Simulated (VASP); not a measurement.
TiMoS4, 6 atoms in the cell. It takes space group F-43m (No. 216, cubic). Conventional cell: a = 7.696 Å, b = 7.696 Å, c = 7.696 Å, α = 90.00°, β = 90.00°, γ = 90.00°. Ti (site symmetry -43m) has 12 S at 3.19 Å and 4 Mo at 3.33 Å within 4.2 Å. Mo (site symmetry -43m) has 12 S at 3.19 Å and 4 Ti at 3.33 Å within 4.2 Å. Within 3.6 Å of S (site symmetry 3m) lie 6 S at 2.72 Å and 3 Mo at 3.19 Å and 3 Ti at 3.19 Å. The cell was built from a structure type or drawn by symmetry, and may not be a known phase.

```yaml
Program: VASP 6.6.1
Task: single point
Functional: PBE
Potentials_or_basis: VASP PAW PBE potentials, release 64 (Ti_sv, Mo_sv, S)
Cutoff: 520 eV
k_mesh: 4 × 4 × 4
Occupations: gaussian, width 0.1 eV
Spin: collinear spin
Starting_moments: "[1.0, -1.0, 0.0, 0.0, 0.0, 0.0] μB"
Dipole_correction: no
Further_INCAR_settings: ALGO = Normal; EDIFF = 1e-07; NBANDS = 38
```

Potentials or basis: VASP PAW PBE potentials, release 64 (Ti_sv, Mo_sv, S).

Command:

```bash
$ cat potpaw_PBE.64/Ti_sv/POTCAR potpaw_PBE.64/Mo_sv/POTCAR potpaw_PBE.64/S/POTCAR > POTCAR
$ mpirun -np 1 vasp_std > vasp.out
```

Hardware: 1 thread of Intel(R) Xeon(R) Platinum 8488C (Sapphire Rapids) (shared host).

Task: How long does it take, and how much memory?

Result: Wall time 2.2 min on 1 thread of Intel(R) Xeon(R) Platinum 8488C (Sapphire Rapids) (shared host), peak memory 0.31 GiB. Counts: scf iterations 27, k points 8.
